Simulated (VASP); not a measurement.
The system is Sb2As3.

```xyz
10
Lattice="3.3663 1.9436 6.1273 -3.3663 1.9436 6.1273 0.0000 -3.8871 6.1273" Properties=species:S:1:pos:R:3 pbc="T T T"
Sb    0.0000    0.0000   15.6646
Sb    0.0000    0.0000   11.9081
Sb    0.0000    0.0000    2.7172
Sb    0.0000    0.0000    6.4737
As   -1.3045   -1.9436    7.6591
As    2.3354   -0.1579    7.6591
As   -1.0309    2.1015    7.6591
As    1.3045    1.9436   10.7227
As   -2.3354    0.1579   10.7227
As    1.0309   -2.1015   10.7227
```

| Property | Result |
| --- | --- |
| Program | VASP 6.6.1 |
| Task | relaxation of cell and atoms |
| Functional | PBE |
| Potentials or basis | VASP PAW PBE potentials, release 64 (Sb, As) |
| Cutoff | 600 eV |
| k mesh | 3 × 3 × 3 |
| Occupations | gaussian, width 0.1 eV |
| Spin | no spin polarisation |

At the start: pressure 10.3 GPa; volume 24.05 Å³/atom.

Problem. How do energy, volume and symmetry change on relaxing?

Solution. Over 28 steps the energy falls by 126.1 meV/atom and the volume is 27.89 Å³/atom (+15.9 %); space group R-3c (No. 167, to 0.1 Å) before and after.

The path:
```csv
step,energy change (eV),largest force (eV/Å),pressure (GPa),volume (Å³)
1,0.0000,0.4784,10.27,240.53
2,-0.8239,0.3808,-3.65,298.25
3,-1.0646,0.3876,-0.20,276.85
4,-1.0645,0.3874,-0.35,277.61
5,-1.1219,0.2794,-0.18,277.12
6,-1.1562,0.1067,0.18,276.41
7,-1.1563,0.1019,0.21,276.35
8,-1.1641,0.0965,-0.09,278.04
9,-1.1685,0.0837,-0.58,280.92
10,-1.1722,0.0875,-0.53,280.75
11,-1.1813,0.0982,-0.37,280.25
12,-1.1926,0.1193,-0.04,279.24
13,-1.1920,0.1765,0.71,277.18
14,-1.1960,0.1415,0.30,278.25
15,-1.2042,0.1244,0.15,279.28
16,-1.2226,0.0779,-0.32,282.38
17,-1.2167,0.0300,-1.20,288.65
18,-1.2282,0.0464,-0.70,284.95
19,-1.2332,0.0547,-0.63,284.71
20,-1.2431,0.0783,-0.40,284.00
21,-1.2439,0.1103,0.12,282.58
22,-1.2457,0.1022,-0.08,283.08
23,-1.2459,0.0949,-0.20,283.40
24,-1.2481,0.0939,-0.14,282.88
25,-1.2537,0.0892,0.03,281.31
26,-1.2577,0.0754,0.41,278.18
27,-1.2599,0.0503,0.29,278.41
28,-1.2612,0.0294,0.05,278.90
```

Final structure:
```
Sb As
1.0
     3.56845    2.06025    6.32257
    -3.56845    2.06025    6.32257
     0.00000   -4.12049    6.32257
Sb As
4 6
Cartesian
  0.0000 0.0000 16.3132
  0.0000 0.0000 12.1384
  0.0000 0.0000 2.6545
  0.0000 0.0000 6.8293
  -1.6563 -2.0602 7.9032
  2.6124 -0.4042 7.9032
  -0.9561 2.4645 7.9032
  1.6563 2.0602 11.0645
  -2.6124 0.4042 11.0645
  0.9561 -2.4645 11.0645
```

Caveat: the k points lie up to 0.36 Å⁻¹ apart in the final cell; the volume moved by over 15 % at a fixed basis, so the end points are rough.
